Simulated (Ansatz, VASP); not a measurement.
## Au in VASP and in Ansatz

```
CELL_PARAMETERS angstrom
0.00000 2.08286 2.08286
2.08286 0.00000 2.08286
2.08286 2.08286 0.00000
ATOMIC_POSITIONS crystal
Au 0.00000 0.00000 0.00000
```

Alike in both runs: functional PBE; k mesh 8 × 8 × 8; occupations gaussian, width 0.1 eV; no spin polarisation.

Ansatz relaxed the structure, and its values are those at the end. VASP's run is a single point on that final structure, the one shown.

|  | VASP | Ansatz |
| --- | --- | --- |
| version | VASP 6.6.1 | Ansatz 0.2.0 |
| potentials or method | VASP PAW PBE potentials, release 64 (Au), cutoff 500 eV | scalar-relativistic, plane waves, PAW |
| valence electrons in the cell | 11 | 19 |

```tsv
	VASP	Ansatz	Ansatz less VASP
gap on the k mesh at the Fermi level (eV)	none	none	-
pressure (GPa)	-0.3	0.0	+0.23
```

A gap of «none» marks a metal or a gap that the smearing closes. VASP's potentials hold 11 valence electrons a cell and Ansatz's 19, so a difference there can come from the potentials and not from the codes.

Spin-orbit coupling is off throughout.
